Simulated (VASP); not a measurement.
## Sn: single point with PBE

Sn:

```xyz
2
Lattice="0.0000 3.2333 3.2333 3.2333 0.0000 3.2333 3.2333 3.2333 0.0000" Properties=species:S:1:pos:R:3 pbc="T T T"
Sn    4.8500    4.8500    4.8500
Sn    3.2333    3.2333    3.2333
```

This isn't the form of Sn at room conditions, which is tetragonal (white tin).

- Program: VASP 6.6.1
- Task: single point
- Functional: PBE
- Potentials or basis: VASP PAW PBE potentials, release 64 (Sn_d)
- Cutoff: 520 eV
- k mesh: 7 × 7 × 7
- Occupations: gaussian, width 0.026 eV
- Spin: no spin polarisation
- Dipole correction: no
- Further INCAR settings: ALGO = Fast; EDIFF = 1e-06; NBANDS = 21

```json
{
  "Pressure": "3.8 GPa",
  "Band gap on the k mesh": "zero (bands 14 and 15 overlap by 0.04 eV)"
}
```

Levels at points of the mesh, in eV from the Fermi level:
```
           k point  band 10  band 11  band 12  band 13  band 14  band 15  band 16  band 17  band 18  band 19
(0.00, 0.00, 0.00)   -21.35   -10.71    -0.60     0.05     0.05     0.05     2.13     2.13     2.13     4.99
```

Wall time 36 s on 1 thread of Intel Xeon 8259CL, with other jobs on the host, peak memory 0.2 GiB.

Caveat: the cell stands under pressure; spin-orbit coupling is left out, which moves the levels of the heavy elements.
